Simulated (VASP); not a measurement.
A run of VASP 6.6.1:

The input INCAR:

```
  ALGO = Normal
  EDIFF = 1E-6
  ENCUT = 520
  GGA = PE
  ISIF = 2
  ISMEAR = 0
  LASPH = True
  LCHARG = False
  LREAL = False
  LWAVE = False
  NBANDS = 28
  NELM = 60
  PREC = Accurate
  SIGMA = 0.1
```

The input KPOINTS:

```
k-points
0
Gamma
  4 4 6
```

Contents of POSCAR:

```
Be4Ga2C
1.0
    4.7516712867      0.0000000000      0.0000000000
    0.0000000000      4.7516712867      0.0000000000
    0.0000000000      0.0000000000      4.1718098196
Be Ga C
4 2 1
Direct
    0.1998943467      0.5000000000      0.1117449120
    0.8001056533      0.5000000000      0.1117449120
    0.5000000000      0.1998943467      0.1117449120
    0.5000000000      0.8001056533      0.1117449120
    0.5000000000      0.0000000000      0.6137010094
    0.0000000000      0.5000000000      0.6137010094
    0.0000000000      0.0000000000      0.9413978032
```

Potentials or basis: VASP PAW PBE potentials, release 64 (Be, Ga_d, C).

Launch:

```console
$ cat potpaw_PBE.64/Be/POTCAR potpaw_PBE.64/Ga_d/POTCAR potpaw_PBE.64/C/POTCAR > POTCAR
$ mpirun -np 1 vasp_std > vasp.out
```

Hardware: 1 thread of Intel Xeon 8259CL, with other jobs on the host.

Estimate the wall time of this run.

Wall time 92 s on 1 thread of Intel Xeon 8259CL, on a shared host, peak memory 0.22 GiB. Counts: scf iterations 14, k points 24.
